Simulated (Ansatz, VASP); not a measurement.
**CoSi2: VASP beside Ansatz**

```xyz
3
Lattice="0.0000 2.6562 2.6562 2.6562 0.0000 2.6562 2.6562 2.6562 0.0000" Properties=species:S:1:pos:R:3 pbc="T T T"
Co    0.0000    0.0000    0.0000
Si    1.3281    1.3281    1.3281
Si    3.9844    3.9844    3.9844
```

Alike in both runs: functional PBEsol; k mesh 14 × 14 × 14; occupations gaussian, width 0.1 eV; no spin polarisation.

Ansatz relaxed the structure, and its values are those at the end. VASP's run is a single point on that final structure, the one shown.

|  | VASP | Ansatz |
| --- | --- | --- |
| version | VASP 6.6.1 | Ansatz 0.2.0 |
| potentials or method | VASP PAW PBE potentials, release 64 (Co, Si), cutoff 520 eV | scalar-relativistic, plane waves, PAW |
| valence electrons in the cell | 17 | 25 |

Ansatz gave:

```
gap on the k mesh at the Fermi level (eV) : none
pressure (GPa)                            : 0.0
```

Task: Estimate VASP's values.

Result: gap on the k mesh at the Fermi level (eV): none; pressure (GPa): 0.1.

VASP's potentials were made for PBE, not for PBEsol. A gap of «none» marks a metal or a gap that the smearing closes. The functional is the same, so the differences come from potentials, cutoffs and numerics. VASP's potentials hold 17 valence electrons a cell and Ansatz's 25, so a difference there can come from the potentials and not from the codes.
